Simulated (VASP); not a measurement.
BaO, 2 atoms in the cell. The structure is cubic, space group Fm-3m (No. 225). The conventional cell has a = 5.544 Å, b = 5.544 Å, c = 5.544 Å, α = 90.00°, β = 90.00°, γ = 90.00°. Within 3.7 Å of Ba (site symmetry m-3m) lie 6 O at 2.77 Å. O (site symmetry m-3m) has 6 Ba at 2.77 Å within 3.7 Å. 

```yaml
Program: VASP 6.6.1
Task: single point
Functional: LDA
Potentials_or_basis: VASP PAW LDA potentials, release 64 (Ba_sv, O)
Cutoff: 600 eV
k_mesh: 10 × 10 × 10
Occupations: gaussian, width 0.01 eV
Spin: no spin polarisation
Dipole_correction: no
Further_INCAR_settings: ALGO = Normal; EDIFF = 1e-06; NBANDS = 15
```

Potentials or basis: VASP PAW LDA potentials, release 64 (Ba_sv, O).

Command:

```console
$ cat potpaw_LDA.64/Ba_sv/POTCAR potpaw_LDA.64/O/POTCAR > POTCAR
$ mpirun -np 1 vasp_std > vasp.out
```

Hardware: 1 thread of Intel(R) Xeon(R) 6975P-C (Granite Rapids), on a shared host.

**Question.** Estimate the wall time of this run.

**Answer.** Run time: 10 s on 1 thread of Intel(R) Xeon(R) 6975P-C (Granite Rapids), with other jobs on the host, peak memory 0.17 GiB. Counts: scf iterations 13, k points 47.
